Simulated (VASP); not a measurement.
Al2Ru:

```
Al Ru
1.0
    -1.51604    1.51604    4.09071
     1.51604   -1.51604    4.09071
     1.51604    1.51604   -4.09071
Al Ru
2 1
Cartesian
  0.0000 0.0000 5.3922
  0.0000 0.0000 2.7892
  0.0000 0.0000 0.0000
```

Base run:

- Program: VASP 6.6.1
- Functional: PBEsol
- Potentials or basis: VASP PAW PBE potentials, release 64 (Al, Ru_pv)
- Cutoff: 520 eV
- k mesh: 20 × 20 × 20
- Occupations: gaussian, width 0.15 eV
- Spin: collinear spin, ferromagnetic start
- Starting moments: [0.0, 0.0, 0.562] μB
- Fixed moment: 0.5625 μB

Its results: pressure 20.6 GPa; site moments Al +0.03; Ru +0.30 μB; largest force 0.121 eV/Å.

Task: The run is repeated on the same cell with these changes: fixed moment from 0.5625 μB to 1.5 μB; moments at the start from [0.0, 0.0, 0.56] to [0.0, 0.0, 1.5]. What comes out?

Result: Pressure 26.6 GPa; site moments Al +0.07; Ru +0.93 μB; largest force 0.150 eV/Å.

Caveats: the PAW data sets were made with another functional, which shifts forces and pressure a little; the total moment is fixed, so each spin has its own Fermi level and the state may be an excited one; the cell stands under pressure (at least some runs); the stress differs along the axes, from 22 to 29 GPa (at least some runs).
